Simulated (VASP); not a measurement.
# Zn2SnN3 (P6/mmm) in VASP: single point with PBE

Aim: the single point of Zn2SnN3 with PBE.

Program: VASP 6.6.1. These are calculated values, not measurements. Logs are shortened: lines on timing, memory, paths and dates and some standing lists are left out, and cuts for length are marked.

## Step 1: The cell of the first run

The structure is hexagonal, space group P6/mmm (No. 191). Conventional cell: a = 4.435 Å, b = 4.435 Å, c = 7.946 Å, α = 90.00°, β = 90.00°, γ = 120.00°. Within 3.4 Å of Zn (site symmetry 6mm) lie 1 Zn at 2.55 Å and 1 Sn at 2.70 Å. Sn (site symmetry 6/mmm) has 6 N at 2.22 Å and 2 Zn at 2.70 Å within 2.9 Å. N (site symmetry mmm) has 4 N at 2.22 Å and 2 Sn at 2.22 Å within 2.9 Å.

## Step 2: Single point, PBE

The input, INCAR:

```
  PREC = Accurate
  ENCUT = 520
  EDIFF = 1E-6
  ISMEAR = 0
  SIGMA = 0.1
  LREAL = False
  LASPH = True
  NELM = 80
  ALGO = Normal
  ISIF = 2
  LWAVE = False
  LCHARG = False
  GGA = PE
  NBANDS = 36
```

The input, KPOINTS:

```
regular mesh
0
Gamma
  6 6 2
```

The input, POSCAR:

```
Zn2SnN3
1.0
    4.4348107583      0.0000000000      0.0000000000
   -2.2174053791      3.8406587776      0.0000000000
    0.0000000000      0.0000000000      7.9460637129
Zn Sn N
2 1 3
Direct
    0.0000000000      0.0000000000      0.3396461057
    0.0000000000      0.0000000000      0.6603538943
    0.0000000000      0.0000000000      0.0000000000
    0.5000000000      0.0000000000      0.0000000000
    0.0000000000      0.5000000000      0.0000000000
    0.5000000000      0.5000000000      0.0000000000
```

Potentials or basis: VASP PAW PBE potentials, release 64 (Zn, Sn_d, N).

Started as:

```bash
cat potpaw_PBE.64/Zn/POTCAR potpaw_PBE.64/Sn_d/POTCAR potpaw_PBE.64/N/POTCAR > POTCAR
mpirun -np 1 vasp_std > vasp.out
```

OUTCAR:

```text
PREC = Accurate
   ENCUT = 520
   EDIFF = 1E-6
   ISMEAR = 0
   LREAL = False
   LASPH = True
   NELM = 80
   ISIF = 2
   GGA = PE

 ion  position               nearest neighbor table
   1  0.000  0.000  0.340-   2 2.55   3 2.70
   2  0.000  0.000  0.660-   1 2.55   3 2.70
   3  0.000  0.000  0.000-   5 2.22   5 2.22   6 2.22   6 2.22   4 2.22   4 2.22   1 2.70   2 2.70

   4  0.500  0.000  0.000-   3 2.22   3 2.22
   5  0.000  0.500  0.000-   3 2.22   3 2.22
   6  0.500  0.500  0.000-   3 2.22   3 2.22

  LATTYP: Found a hexagonal cell.
 ALAT       =     4.4348107583
 C/A-ratio  =     1.7917480916

  Lattice vectors:

 A1 = (   4.4348107583,   0.0000000000,   0.0000000000)
 A2 = (  -2.2174053791,   3.8406587776,   0.0000000000)
 A3 = (   0.0000000000,   0.0000000000,   7.9460637129)

Analysis of symmetry for initial positions (statically):
=====================================================================
 Subroutine PRICEL returns:
 Original cell was already a primitive cell.

 Routine SETGRP: Setting up the symmetry group for a
 hexagonal supercell.

 Subroutine GETGRP returns: Found 24 space group operations
 (whereof 24 operations were pure point group operations)
 out of a pool of 24 trial point group operations.

The static configuration has the point symmetry D_6h.

Analysis of symmetry for dynamics (positions and initial velocities):
=====================================================================
 Subroutine PRICEL returns:
 Original cell was already a primitive cell.

 Routine SETGRP: Setting up the symmetry group for a
 hexagonal supercell.

 Subroutine GETGRP returns: Found 24 space group operations
 (whereof 24 operations were pure point group operations)
 out of a pool of 24 trial point group operations.

The dynamic configuration has the point symmetry D_6h.

 Subroutine INISYM returns: Found 24 space group operations
 (whereof 24 operations are pure point group operations),
 and found     1 'primitive' translations

----------------------------------------------------------------------------------------

                                     Primitive cell

  volume of cell :     135.3421

  direct lattice vectors                    reciprocal lattice vectors
     4.434810758  0.000000000  0.000000000     0.225488765  0.130185999  0.000000000
    -2.217405379  3.840658778  0.000000000     0.000000000  0.260371998  0.000000000
     0.000000000  0.000000000  7.946063713     0.000000000  0.000000000  0.125848475

  length of vectors
     4.434810758  4.434810758  7.946063713     0.260371998  0.260371998  0.125848475

  position of ions in fractional coordinates (direct lattice)
     0.000000000  0.000000000  0.339646106
     0.000000000  0.000000000  0.660353894
     0.000000000  0.000000000  0.000000000
     0.500000000  0.000000000  0.000000000
     0.000000000  0.500000000  0.000000000
     0.500000000  0.500000000  0.000000000

  ion indices of the primitive-cell ions
   primitive index   ion index
                 1           1
                 2           2
                 3           3
                 4           4
                 5           5
                 6           6

----------------------------------------------------------------------------------------

 KPOINTS: regular mesh

Automatic generation of k-mesh.
 Grid dimensions read from file:
 generate k-points for:    6    6    2

 Generating k-lattice:

  Cartesian coordinates                     Fractional coordinates (reciprocal lattice)
     0.037581461  0.021697667  0.000000000     0.166666667 -0.000000000  0.000000000
     0.000000000  0.043395333  0.000000000     0.000000000  0.166666667  0.000000000
     0.000000000  0.000000000  0.062924237     0.000000000  0.000000000  0.500000000

  Length of vectors
     0.043395333  0.043395333  0.062924237

  Shift w.r.t. Gamma in fractional coordinates (k-lattice)
     0.000000000  0.000000000  0.000000000

 Subroutine IBZKPT returns following result:
 ===========================================

 Found     14 irreducible k-points:

 Following reciprocal coordinates:
            Coordinates               Weight
  0.000000  0.000000  0.000000      1.000000
  0.166667  0.000000  0.000000      6.000000
  0.333333  0.000000  0.000000      6.000000
  0.500000  0.000000  0.000000      3.000000
  0.166667  0.166667  0.000000      6.000000
  0.333333  0.166667  0.000000     12.000000
  0.333333  0.333333  0.000000      2.000000
  0.000000  0.000000  0.500000      1.000000
  0.166667  0.000000  0.500000      6.000000
  0.333333  0.000000  0.500000      6.000000
  0.500000  0.000000  0.500000      3.000000
  0.166667  0.166667  0.500000      6.000000
  0.333333  0.166667  0.500000     12.000000
  0.333333  0.333333  0.500000      2.000000
   k-points           NKPTS =     14   k-points in BZ     NKDIM =     14   number of bands    NBANDS=     36
   number of dos      NEDOS =    301   number of ions     NIONS =      6
   total plane-waves  NPLWV =  77760
   dimension x,y,z NGX =    36 NGY =   36 NGZ =   60
   dimension x,y,z NGXF=    72 NGYF=   72 NGZF=  120
   ions per type =               2   1   3
   NGX,Y,Z   is equivalent  to a cutoff of  13.50, 13.50, 12.55 a.u.
   NGXF,Y,Z  is equivalent  to a cutoff of  26.99, 26.99, 25.11 a.u.
 SYSTEM =  unknown system
   PREC   = accura    normal or accurate (medium, high low for compatibility)
   ISTART =      0    job   : 0-new  1-cont  2-samecut
   ICHARG =      2    charge: 1-file 2-atom 10-const
   ISPIN  =      1    spin polarized calculation?
   LNONCOLLINEAR =      F non collinear calculations
   LSORBIT =      F    spin-orbit coupling
   LASPH  =      T    aspherical Exc in radial PAW
   ENCUT  =  520.0 eV  38.22 Ry    6.18 a.u.   8.25  8.25 14.77*2*pi/ulx,y,z
   NELM   =     80;   NELMIN=  2; NELMDL= -5     # of ELM steps
   EDIFF  = 0.1E-05   stopping-criterion for ELM
   LREAL  =      F    real-space projection
   EDIFFG = 0.1E-04   stopping-criterion for IOM
   NSW    =      0    number of steps for IOM
   IBRION =     -1    ionic relax: 0-MD 1-quasi-New 2-CG
   NFREE  =      0    steps in history (QN), initial steepest desc. (CG)
   ISIF   =      2    stress and relaxation
   ISYM   =      2    0-nonsym 1-usesym 2-fastsym
   POTIM  = 0.5000    time-step for ionic-motion
   TEBEG  =    0.0;   TEEND  =   0.0 temperature during run
   PSTRESS=    0.0 pullay stress
   NELECT =      53.0000    total number of electrons
   NUPDOWN=      -1.0000    fix difference up-down
   EMIN   =  10.00;   EMAX   =-10.00  energy-range for DOS
   EFERMI =   0.00;   METHOD = LEGACY
   ISMEAR =     0;   SIGMA  =   0.10  broadening in eV -4-tet -1-fermi 0-gaus
   EFERMI_NEDOS =   21; number of points for ismear=-14 and -15
   IALGO  =     38    algorithm
   IMIX   =      4    mixing-type and parameters
     AMIX     =   0.40;   BMIX     =  1.00
     AMIX_MAG =   1.60;   BMIX_MAG =  1.00
  volume/ion in A,a.u.               =      22.56       152.22
  Fermi-wavevector in a.u.,A,eV,Ry     =   1.197721  2.263365 19.518057  1.434537
  Thomas-Fermi vector in A             =   2.333629
   LORBIT       =      0    0 simple, 1 ext, 2 COOP (PROOUT), +10 PAW based schemes
   GGA     = PE    functional components
   LHFCALC =     F    Hartree Fock is set to
   AEXX    =    0.0000 exact exchange contribution
   IVDW    =     0    specifies the selected vdW correction
   LEPSILON=     F    determine dielectric tensor
   LRPA    =     F    only Hartree local field effects (RPA)
 non-spin polarized calculation
 Gauss-broadening in eV      SIGMA  =   0.10
  energy-cutoff  :      520.00
  volume of cell :      135.34
 maximum number of plane-waves:      3668
 NGX is ok and might be reduce to    36
   NGX = 17   NGY = 17   NGZ = 29

 number of electron      52.9999989 magnetization

 Free energy of the ion-electron system (eV)
  ---------------------------------------------------
  ext. energy  EPLUGINS =         0.00000000
  ---------------------------------------------------
  free energy    TOTEN  =       -18.77245125 eV

  energy without entropy =      -18.73830140  energy(sigma->0) =      -18.75537632

 E-fermi :   1.2603     XC(G=0):  -8.1897

 val. band max:        1.2400889745   @ k =   0.1667   0.0000   0.0000
 cond. band min:       1.2698860870   @ k =   0.0000   0.0000   0.5000
 fundamental gap:      0.0297971126
 Fermi energy:         1.2602684755

 k-point     1 :       0.0000    0.0000    0.0000
  band No.  band energies     occupation
      1     -20.1308      2.00000
      2     -19.9708      2.00000
      3     -19.9708      2.00000
      4     -19.8780      2.00000
      5     -19.8780      2.00000
      6     -15.0140      2.00000
[... 28 lines left out ...]
     35       7.4418      0.00000
     36       7.4418      0.00000

 k-point     2 :       0.1667    0.0000    0.0000
  band No.  band energies     occupation
      1     -20.1146      2.00000
      2     -19.9707      2.00000
      3     -19.9540      2.00000
      4     -19.8804      2.00000
      5     -19.8787      2.00000
      6     -14.8323      2.00000
[... 28 lines left out ...]
     35       7.3414      0.00000
     36       7.4224      0.00000

 k-point     3 :       0.3333    0.0000    0.0000
  band No.  band energies     occupation
      1     -20.0872      2.00000
      2     -19.9660      2.00000
      3     -19.9197      2.00000
      4     -19.8851      2.00000
      5     -19.8801      2.00000
      6     -14.2945      2.00000
[... 28 lines left out ...]
     35       6.5954      0.00000
     36       7.1541      0.00000
[... 352 lines left out ...]
 k-point    13 :       0.3333    0.1667    0.5000
  band No.  band energies     occupation
      1     -20.0694      2.00000
      2     -19.9576      2.00000
      3     -19.9138      2.00000
      4     -19.8863      2.00000
      5     -19.8819      2.00000
      6     -13.7858      2.00000
[... 28 lines left out ...]
     35       5.9642      0.00000
     36       9.0935      0.00000

 k-point    14 :       0.3333    0.3333    0.5000
  band No.  band energies     occupation
      1     -20.0563      2.00000
      2     -19.9347      2.00000
      3     -19.9347      2.00000
      4     -19.8848      2.00000
      5     -19.8848      2.00000
      6     -13.0505      2.00000
[... 28 lines left out ...]
     35       5.5058      0.00000
     36      10.2174      0.00000

------------------------ aborting loop because EDIFF is reached ----------------------------------------

  FORCE on cell =-STRESS in cart. coord.  units (eV):
  Direction    XX          YY          ZZ          XY          YZ          ZX
  --------------------------------------------------------------------------------------
  -------------------------------------------------------------------------------------
  Total        0.1770865      0.1770865      0.0210561      0.0000000     -0.0000000      0.0000000
  in kB        2.0963475      2.0963475      0.2492623      0.0000000     -0.0000000      0.0000000
  external PRESSURE =       1.4806524 kB  Pullay stress =       0.0000000 kB

 VOLUME and BASIS-vectors are now :
 -----------------------------------------------------------------------------
  energy-cutoff  :      520.00
  volume of cell :      135.34
      direct lattice vectors                 reciprocal lattice vectors
     4.434810758  0.000000000  0.000000000     0.225488765  0.130185999  0.000000000
    -2.217405379  3.840658778  0.000000000     0.000000000  0.260371998  0.000000000
     0.000000000  0.000000000  7.946063713     0.000000000  0.000000000  0.125848475

 POSITION                                       TOTAL-FORCE (eV/Angst)
 -----------------------------------------------------------------------------------
      0.00000      0.00000      2.69885         0.000000     -0.000000     -0.002592
      0.00000      0.00000      5.24721        -0.000000      0.000000      0.002592
      0.00000      0.00000      0.00000         0.000000     -0.000000     -0.000000
      2.21741      0.00000      0.00000         0.000000     -0.000000     -0.000000
     -1.10870      1.92033      0.00000         0.000000     -0.000000     -0.000000
      1.10870      1.92033      0.00000         0.000000     -0.000000     -0.000000
 -----------------------------------------------------------------------------------
    total drift:                               -0.000000     -0.000000     -0.000000

  FREE ENERGIE OF THE ION-ELECTRON SYSTEM (eV)
  ---------------------------------------------------
  free  energy   TOTEN  =       -18.7724512501 eV

  energy  without entropy=      -18.7383013964  energy(sigma->0) =      -18.75537632
```

It took 86 s on 1 thread of Intel Xeon Platinum 8259CL at 2.50GHz (Skylake/Cascade Lake), shared host; peak memory 0.29 GiB.

Results:

| Property | Result |
| --- | --- |
| Free energy | -18.7725 eV |
| Pressure | 0.1 GPa |

Forces on the atoms (eV/Å):
```
Zn   0.000  0.000 -0.003
Zn   0.000  0.000  0.003
Sn   0.000  0.000  0.000
N    0.000  0.000  0.000
N    0.000  0.000  0.000
N    0.000  0.000  0.000
```

Levels at points of the mesh, in eV from the Fermi level:
```tsv
k point	band 23	band 24	band 25	band 26	band 27	band 28	band 29	band 30
(0.00, 0.00, 0.00)	-4.83	-2.63	-0.73	0.01	0.01	1.12	3.35	3.35
(0.50, 0.00, 0.00)	-2.41	-2.03	-0.95	-0.33	-0.28	-0.11	0.44	1.66
(0.00, 0.00, 0.50)	-3.85	-3.31	0.01	0.01	0.13	1.12	1.46	3.36
(0.50, 0.00, 0.50)	-2.27	-1.84	-0.95	-0.53	-0.33	-0.13	0.93	0.96
```

Caveat: the k points lie up to 0.40 Å⁻¹ apart; spin-orbit coupling is left out, which moves the levels of the heavy elements.
